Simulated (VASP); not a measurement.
# Si (I2_13) in VASP: a series of runs

The runs below take Si through relaxation of cell and atoms, single point, with PBE.

Program: VASP 6.6.1. These are calculated values, not measurements. Logs are shortened: lines on timing, memory, paths and dates and some standing lists are left out, and cuts for length are marked.

## (1) The cell of the first run

It takes space group I2_13 (No. 199, cubic). The conventional cell has a = 7.557 Å, b = 7.557 Å, c = 7.557 Å, α = 90.00°, β = 90.00°, γ = 90.00°. Within 2.8 Å of Si (site symmetry 1) lie 6 Si at 2.13 to 2.78 Å.

The cell was generated, and may not be a known phase.

## (2) Relaxation of cell and atoms, PBE

INCAR reads:

```
SYSTEM = Si
PREC = Accurate
ENCUT = 600
EDIFF = 1E-6
ISMEAR = 0
SIGMA = 0.1
LREAL = .FALSE.
LASPH = .TRUE.
NELM = 80
ALGO = Normal
ISIF = 3
LWAVE = .FALSE.
LCHARG = .FALSE.
GGA = PE
IBRION = 2
NSW = 90
EDIFFG = -0.04
```

KPOINTS reads:

```
Automatic mesh
0
G
  4 4 4
  0 0 0
```

POSCAR reads:

```
Si
1.0
   -3.7784554300      3.7784554300      3.7784554300
    3.7784554300     -3.7784554300      3.7784554300
    3.7784554300      3.7784554300     -3.7784554300
Si
12
Direct
    0.2301970000      0.0776810100      0.6154950300
    0.8474840000      0.2698030000      0.8852980300
    0.6147019700      0.8845049700      0.9621859700
    0.4223189900      0.6525160000      0.5378140300
    0.2698030000      0.8852980300      0.8474840000
    0.8852980300      0.8474840000      0.2698030000
    0.6525160000      0.5378140300      0.4223189900
    0.6154950300      0.2301970000      0.0776810100
    0.5378140300      0.4223189900      0.6525160000
    0.8845049700      0.9621859700      0.6147019700
    0.0776810100      0.6154950300      0.2301970000
    0.9621859700      0.6147019700      0.8845049700
```

Potentials or basis: VASP PAW PBE potentials, release 64 (Si).

On the command line:

```bash
$ cat potpaw_PBE.64/Si/POTCAR > POTCAR
$ mpirun -np 1 vasp_std > vasp.out
```

OUTCAR:

```text
SYSTEM = Si
   PREC = Accurate
   ENCUT = 600
   EDIFF = 1E-6
   ISMEAR = 0
   LREAL = .FALSE.
   LASPH = .TRUE.
   NELM = 80
   ISIF = 3
   GGA = PE
   IBRION = 2
   NSW = 90
   EDIFFG = -0.04

 ion  position               nearest neighbor table
   1  0.230  0.078  0.615-   6 2.13  10 2.13   5 2.28   9 2.34   8 2.78  11 2.78
   2  0.847  0.270  0.885-  12 2.13  11 2.13   8 2.28  10 2.34   9 2.78   3 2.78
   3  0.615  0.885  0.962-   5 2.13   8 2.13   4 2.28   6 2.34   2 2.78   9 2.78
   4  0.422  0.653  0.538-   7 2.13   9 2.13   3 2.28  11 2.34   5 2.78  10 2.78
   5  0.270  0.885  0.847-   3 2.13   8 2.13   1 2.28  12 2.34   4 2.78  10 2.78
   6  0.885  0.847  0.270-  10 2.13   1 2.13  11 2.28   3 2.34   7 2.78  12 2.78
   7  0.653  0.538  0.422-   4 2.13   9 2.13  10 2.28   8 2.34   6 2.78  12 2.78
   8  0.615  0.230  0.078-   3 2.13   5 2.13   2 2.28   7 2.34   1 2.78  11 2.78
   9  0.538  0.422  0.653-   4 2.13   7 2.13  12 2.28   1 2.34   2 2.78   3 2.78
  10  0.885  0.962  0.615-   6 2.13   1 2.13   7 2.28   2 2.34   5 2.78   4 2.78
  11  0.078  0.615  0.230-   2 2.13  12 2.13   6 2.28   4 2.34   8 2.78   1 2.78
  12  0.962  0.615  0.885-   2 2.13  11 2.13   9 2.28   5 2.34   6 2.78   7 2.78

  LATTYP: Found a body centered cubic cell.
 ALAT       =     7.5569108600

  Lattice vectors:

 A1 = (  -3.7784554300,   3.7784554300,   3.7784554300)
 A2 = (   3.7784554300,  -3.7784554300,   3.7784554300)
 A3 = (   3.7784554300,   3.7784554300,  -3.7784554300)

Analysis of symmetry for initial positions (statically):
=====================================================================
 Subroutine PRICEL returns:
 Original cell was already a primitive cell.

 Routine SETGRP: Setting up the symmetry group for a
 body centered cubic supercell.

 Subroutine GETGRP returns: Found 12 space group operations
 (whereof  3 operations were pure point group operations)
 out of a pool of 48 trial point group operations.

The static configuration has the point symmetry C_3 .
 The point group associated with its full space group is T   .

Analysis of symmetry for dynamics (positions and initial velocities):
=====================================================================
 Subroutine PRICEL returns:
 Original cell was already a primitive cell.

 Routine SETGRP: Setting up the symmetry group for a
 body centered cubic supercell.

 Subroutine GETGRP returns: Found 12 space group operations
 (whereof  3 operations were pure point group operations)
 out of a pool of 48 trial point group operations.

The dynamic configuration has the point symmetry C_3 .
 The point group associated with its full space group is T   .

 Subroutine INISYM returns: Found 12 space group operations
 (whereof  3 operations are pure point group operations),
 and found     1 'primitive' translations

[... 122 lines left out ...]
   GGA     = PE    functional components
   LHFCALC =     F    Hartree Fock is set to
   AEXX    =    0.0000 exact exchange contribution
   IVDW    =     0    specifies the selected vdW correction
   LEPSILON=     F    determine dielectric tensor
   LRPA    =     F    only Hartree local field effects (RPA)
 conjugate gradient relaxation of ions
 non-spin polarized calculation
 Gauss-broadening in eV      SIGMA  =   0.10
  energy-cutoff  :      600.00
  volume of cell :      215.78
 maximum number of plane-waves:      7256
 NGX is ok and might be reduce to    54
   NGX = 27   NGY = 27   NGZ = 27

--------------------------------------- Ionic step        1  -------------------------------------------

 number of electron      47.9999999 magnetization

 Free energy of the ion-electron system (eV)
  ---------------------------------------------------
  ext. energy  EPLUGINS =         0.00000000
  ---------------------------------------------------
  free energy    TOTEN  =       -51.68366647 eV

  energy without entropy =      -51.64562004  energy(sigma->0) =      -51.66464325

------------------------ aborting loop because EDIFF is reached ----------------------------------------

  FORCE on cell =-STRESS in cart. coord.  units (eV):
  Direction    XX          YY          ZZ          XY          YZ          ZX
  --------------------------------------------------------------------------------------
  -------------------------------------------------------------------------------------
  Total       31.6826065     31.6826065     31.6826065      0.0000000      0.0000000      0.0000000
  in kB      235.2494318    235.2494318    235.2494318      0.0000000      0.0000000      0.0000000
  external PRESSURE =     235.2494318 kB  Pullay stress =       0.0000000 kB
[... 33 lines left out ...]
--------------------------------------- Ionic step        2  -------------------------------------------

 number of electron      48.0000000 magnetization

 E-fermi :   3.7326     XC(G=0):  -8.4109

 val. band max:        3.7272871401   @ k =   0.2500   0.0000   0.0000
 cond. band min:       3.7857817909   @ k =   0.2500   0.2500   0.0000
 fundamental gap:      0.0584946508
 Fermi energy:         3.7325834877

 k-point     1 :       0.0000    0.0000    0.0000
  band No.  band energies     occupation
      1      -7.5836      2.00000
      2      -4.8934      2.00000
      3      -4.8934      2.00000
      4      -4.8225      2.00000
      5      -4.8225      2.00000
      6      -4.8225      2.00000
[... 346 lines left out ...]
  FREE ENERGIE OF THE ION-ELECTRON SYSTEM (eV)
  ---------------------------------------------------
  free  energy   TOTEN  =       -56.3810045342 eV

  energy  without entropy=      -56.3568710230  energy(sigma->0) =      -56.36893778

[... ionic steps 4 to 19 ...]

--------------------------------------- Ionic step       20  -------------------------------------------

 number of electron      47.9999999 magnetization

------------------------ aborting loop because EDIFF is reached ----------------------------------------
[... 87 lines left out ...]
--------------------------------------- Ionic step       22  -------------------------------------------

 number of electron      48.0000000 magnetization

 Free energy of the ion-electron system (eV)
  ---------------------------------------------------
  ext. energy  EPLUGINS =         0.00000000
  ---------------------------------------------------
  free energy    TOTEN  =       -57.05481983 eV

  energy without entropy =      -57.04081829  energy(sigma->0) =      -57.04781906

 E-fermi :   5.7415     XC(G=0):  -9.1186

 val. band max:        5.6390382038   @ k =   0.2500   0.2500   0.0000
 cond. band min:       5.8475523519   @ k =   0.0000   0.0000   0.0000
 fundamental gap:      0.2085141481
 Fermi energy:         5.7414530500

 k-point     1 :       0.0000    0.0000    0.0000
  band No.  band energies     occupation
      1      -7.4492      2.00000
      2      -4.2723      2.00000
      3      -4.2723      2.00000
      4      -4.2723      2.00000
      5      -3.1604      2.00000
      6      -3.1604      2.00000
[... 300 lines left out ...]
  FREE ENERGIE OF THE ION-ELECTRON SYSTEM (eV)
  ---------------------------------------------------
  free  energy   TOTEN  =       -57.0548198265 eV

  energy  without entropy=      -57.0408182906  energy(sigma->0) =      -57.04781906

 reached required accuracy - stopping structural energy minimisation
```

OSZICAR:

```text
N       E                     dE             d eps       ncg     rms          rms(c)
DAV:   1     0.175607989028E+03    0.17561E+03   -0.20906E+04   496   0.146E+03
DAV:   2    -0.417553221375E+02   -0.21736E+03   -0.20763E+03   616   0.208E+02
DAV:   3    -0.546792533021E+02   -0.12924E+02   -0.12362E+02   664   0.467E+01
[... 195 lines left out ...]
DAV:   2    -0.570551082533E+02   -0.22050E-02   -0.26918E-02   641   0.774E-01    0.101E-01
DAV:   3    -0.570548683264E+02    0.23993E-03   -0.12812E-03   660   0.173E-01    0.578E-02
DAV:   4    -0.570548231266E+02    0.45200E-04   -0.22239E-04   620   0.624E-02    0.198E-02
DAV:   5    -0.570548206166E+02    0.25100E-05   -0.26576E-05   583   0.220E-02    0.862E-03
DAV:   6    -0.570548198265E+02    0.79014E-06   -0.12480E-06   355   0.584E-03
  22 F= -.57054820E+02 E0= -.57047819E+02  d E =-.120581E-01
```

CONTCAR:

```text
Si
   1.00000000000000
    -3.9726916935084167    3.9726916935084158    3.9726916935084158
     3.9726916935084167   -3.9726916935084158    3.9726916935084158
     3.9726916935084167    3.9726916935084158   -3.9726916935084158
  Si
    12
Direct
     0.2558072767205216    0.0569400070979375    0.5923219539712985
     0.8011327203774150    0.2441927232794783    0.8365146772507767
     0.6634853227492233    0.9076780460287015    0.9646180431266381
     0.4430599929020624    0.6988672796225850    0.5353819568733619
     0.2441927232794783    0.8365146772507767    0.8011327203774151
     0.8365146772507767    0.8011327203774150    0.2441927232794783
     0.6988672796225850    0.5353819568733619    0.4430599929020624
     0.5923219539712985    0.2558072767205216    0.0569400070979375
     0.5353819568733619    0.4430599929020624    0.6988672796225850
     0.9076780460287015    0.9646180431266381    0.6634853227492233
     0.0569400070979375    0.5923219539712985    0.2558072767205216
     0.9646180431266381    0.6634853227492233    0.9076780460287015

  0.00000000E+00  0.00000000E+00  0.00000000E+00
  0.00000000E+00  0.00000000E+00  0.00000000E+00
  0.00000000E+00  0.00000000E+00  0.00000000E+00
  0.00000000E+00  0.00000000E+00  0.00000000E+00
  0.00000000E+00  0.00000000E+00  0.00000000E+00
  0.00000000E+00  0.00000000E+00  0.00000000E+00
  0.00000000E+00  0.00000000E+00  0.00000000E+00
  0.00000000E+00  0.00000000E+00  0.00000000E+00
  0.00000000E+00  0.00000000E+00  0.00000000E+00
  0.00000000E+00  0.00000000E+00  0.00000000E+00
  0.00000000E+00  0.00000000E+00  0.00000000E+00
  0.00000000E+00  0.00000000E+00  0.00000000E+00
```

It took 30 min on 1 thread of AMD EPYC 7R13, shared host; peak memory 0.39 GiB.

What came out:

| Item | Value |
| --- | --- |
| Free energy | -57.0548 eV |
| Relaxed volume | 20.90 Å³/atom |
| Relaxed cell | a = 6.881 Å, b = 6.881 Å, c = 6.881 Å, α = 109.47°, β = 109.47°, γ = 109.47° |
| Space group after relaxing (to 0.1 Å) | I2_13 (No. 199) |
| Energy gained by relaxing | 447.6 meV/atom |
| Ionic steps | 22 |
| Pressure after relaxing | -0.1 GPa |
| Largest force after relaxing | 0.033 eV/Å |
| Band gap on the k mesh | zero (bands 24 and 25 overlap by 0.91 eV) |

Forces in eV/Å, atoms in the order of the input:
```
Si  -0.031 -0.010 -0.004
Si   0.004 -0.031  0.010
Si   0.010 -0.004  0.031
Si  -0.010  0.004  0.031
Si  -0.031  0.010  0.004
Si   0.010  0.004 -0.031
Si   0.004  0.031 -0.010
Si  -0.004 -0.031 -0.010
Si   0.031 -0.010  0.004
Si  -0.004  0.031  0.010
Si  -0.010 -0.004 -0.031
Si   0.031  0.010 -0.004
```

The path:
| step | energy change (eV) | largest force (eV/Å) | pressure (GPa) | volume (Å³) |
| --- | --- | --- | --- | --- |
| 1 | 0.0000 | 4.8122 | 23.52 | 215.78 |
| 2 | -1.0396 | 2.8131 | -5.35 | 309.17 |
| 3 | -4.6973 | 0.9126 | 0.39 | 254.23 |
| 4 | -4.7159 | 0.8209 | 0.90 | 252.39 |
| 5 | -4.7218 | 0.7416 | 1.40 | 250.71 |
| 6 | -4.9198 | 0.2873 | -0.09 | 257.78 |
| 7 | -4.9317 | 0.2657 | -0.46 | 260.10 |
| 8 | -4.9703 | 0.2208 | -0.23 | 258.93 |
| 9 | -5.0137 | 0.2939 | 0.49 | 255.80 |
| 10 | -5.0457 | 0.2784 | 0.26 | 256.39 |
| 11 | -5.1177 | 0.3139 | -0.44 | 258.16 |
| 12 | -5.1646 | 0.4912 | -1.82 | 261.74 |
| 13 | -5.1816 | 0.4702 | -1.80 | 261.37 |
| 14 | -5.2280 | 0.4048 | -1.72 | 260.28 |
| 15 | -5.2939 | 0.2783 | -1.51 | 258.11 |
| 16 | -5.2721 | 0.2890 | -0.99 | 253.81 |
| 17 | -5.3128 | 0.2184 | -1.31 | 256.45 |
| 18 | -5.3326 | 0.1955 | -0.95 | 254.84 |
| 19 | -5.3589 | 0.1473 | 0.15 | 250.46 |
| 20 | -5.3591 | 0.1449 | 0.27 | 249.99 |
| 21 | -5.3647 | 0.1095 | 0.18 | 250.21 |
| 22 | -5.3712 | 0.0329 | -0.07 | 250.79 |

Final structure:
```xyz
12
Lattice="-3.9727 3.9727 3.9727 3.9727 -3.9727 3.9727 3.9727 3.9727 -3.9727" Properties=species:S:1:pos:R:3 pbc="T T T"
Si    1.5631    3.1432   -1.1107
Si    1.1107    5.5358    0.8295
Si    4.8022    2.8620    2.4096
Si    3.1432    1.1107    2.4096
Si    5.5358    0.8295    1.1107
Si    0.8295    1.1107    5.5358
Si    1.1107    2.4096    3.1432
Si   -1.1107    1.5631    3.1432
Si    2.4096    3.1432    1.1107
Si    2.8620    2.4096    4.8022
Si    3.1432   -1.1107    1.5631
Si    2.4096    4.8022    2.8620
```

Caveat: the volume moved by over 15 % at a fixed basis, so the end points are rough.

## (3) Single point, PBE

This run uses another cell than the first one, of 20.63 Å³/atom.

INCAR reads:

```
PREC = Accurate ; ENCUT = 520
EDIFF = 1E-6 ; ISMEAR = 0
SIGMA = 0.1 ; LREAL = False
LASPH = True ; NELM = 80
ALGO = Normal ; ISIF = 2
LWAVE = False ; LCHARG = False
GGA = PE ; NBANDS = 36
```

KPOINTS reads:

```
Automatic mesh
0
Gamma
  8 8 8
```

POSCAR reads:

```
Si
1.0
   -3.9552914654      3.9552914654      3.9552914654
    3.9552914654     -3.9552914654      3.9552914654
    3.9552914654      3.9552914654     -3.9552914654
Si
12
Direct
    0.2566197961      0.0512628021      0.5842205792
    0.7946430060      0.2433802039      0.8276007831
    0.6723992169      0.9157794208      0.9670422229
    0.4487371979      0.7053569940      0.5329577771
    0.2433802039      0.8276007831      0.7946430060
    0.8276007831      0.7946430060      0.2433802039
    0.7053569940      0.5329577771      0.4487371979
    0.5842205792      0.2566197961      0.0512628021
    0.5329577771      0.4487371979      0.7053569940
    0.9157794208      0.9670422229      0.6723992169
    0.0512628021      0.5842205792      0.2566197961
    0.9670422229      0.6723992169      0.9157794208
```

Potentials or basis: VASP PAW PBE potentials, release 64 (Si).

On the command line:

```bash
$ cat potpaw_PBE.64/Si/POTCAR > POTCAR
$ mpirun -np 1 vasp_std > vasp.out
```

Run time: 12 min. Hardware: 1 thread of AMD EPYC 7R13, shared host; peak memory 0.46 GiB.

Results (log left out):

| Item | Value |
| --- | --- |
| Free energy | -57.1899 eV |
| Pressure | 0.0 GPa |
| Largest force | 0.009 eV/Å |
| Band gap on the k mesh | zero (bands 24 and 25 overlap by 1.01 eV) |

Forces on the atoms (eV/Å):
```
Si   0.003 -0.007  0.005
Si  -0.005  0.003  0.007
Si   0.007  0.005 -0.003
Si  -0.007 -0.005 -0.003
Si   0.003  0.007 -0.005
Si   0.007 -0.005  0.003
Si  -0.005 -0.003 -0.007
Si   0.005  0.003 -0.007
Si  -0.003 -0.007 -0.005
Si   0.005 -0.003  0.007
Si  -0.007  0.005  0.003
Si  -0.003  0.007  0.005
```

Levels at points of the mesh, in eV from the Fermi level:
```tsv
k point	band 22	band 23	band 24	band 25	band 26	band 27
(0.00, 0.00, 0.00)	-0.62	0.08	0.08	0.18	0.18	0.18
(0.50, 0.00, 0.00)	-0.96	-0.69	0.26	0.33	0.50	0.52
(0.50, 0.50, 0.50)	-1.82	-0.93	-0.69	-0.69	-0.69	0.60
```

The gap in the log of VASP goes by the Fermi energy; the results here count the filled bands.